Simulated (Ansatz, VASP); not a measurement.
# BP in VASP and in Ansatz

Contents of INCAR:

```
PREC = Accurate
ENCUT = 520
EDIFF = 1E-6
ISMEAR = -1
SIGMA = 0.02
LREAL = False
LASPH = True
NELM = 80
ALGO = Normal
ISIF = 2
LWAVE = False
LCHARG = False
GGA = PE
NBANDS = 11
```

Contents of KPOINTS:

```
regular mesh
0
Gamma
  10 10 10
```

POSCAR

```
BP
1.0
    0.0000000000      2.2116077945      2.2116077945
    2.2116077945      0.0000000000      2.2116077945
    2.2116077945      2.2116077945      0.0000000000
B P
1 1
Direct
    0.0000000000      0.0000000000      0.0000000000
    0.2500000000      0.2500000000      0.2500000000
```

Input for Ansatz:

```yaml
crystal:
  lattice:
    - [0.0, 2.2116077945, 2.2116077945]
    - [2.2116077945, 0.0, 2.2116077945]
    - [2.2116077945, 2.2116077945, 0.0]
  atoms:
    - { symbol: B, position: [0.0, 0.0, 0.0] }
    - { symbol: P, position: [0.25, 0.25, 0.25] }
kpoints:
  mp_grid: { grid: [10, 10, 10] }
  band_path:
    path:
      - [0.0, 0.0, 0.0]
      - [-0.5, -0.5, 0.0]
      - [-0.375, -0.375, 0.25]
      - [-0.375, 0.0, 0.375]
      - [0.0, 0.0, 0.5]
      - [-0.5, -0.25, 0.25]
      - [0.0, 0.4, 0.4]
    npoints: 1
hamiltonian:
  xc: pbe
scf:
  occupations: { method: fermi_dirac, width: 0.02 }
  n_extra_bands: 4
output:
  forces: true
  stress: true
  eigenvalues: true
```

Change from the starting cell: hydrostatic strain -2.5%.

Alike in both runs: task single point; functional PBE; k mesh 10 × 10 × 10; occupations fermi-dirac, width 0.02 eV; no spin polarisation.

|  | VASP | Ansatz |
| --- | --- | --- |
| version | VASP 6.6.1 | Ansatz 0.2.0 |
| potentials or method | VASP PAW PBE potentials, release 64 (B, P) | plane waves, PAW |
| plane-wave cutoff (eV) | 520 | 420 |
| valence electrons in the cell | 8 | 8 |

|  | VASP | Ansatz | Ansatz less VASP |
| --- | --- | --- | --- |
| gap on the k mesh at the Fermi level (eV) | 1.13 | 1.14 | +0.005 |
| pressure (GPa) | 15.6 | 15.9 | +0.32 |
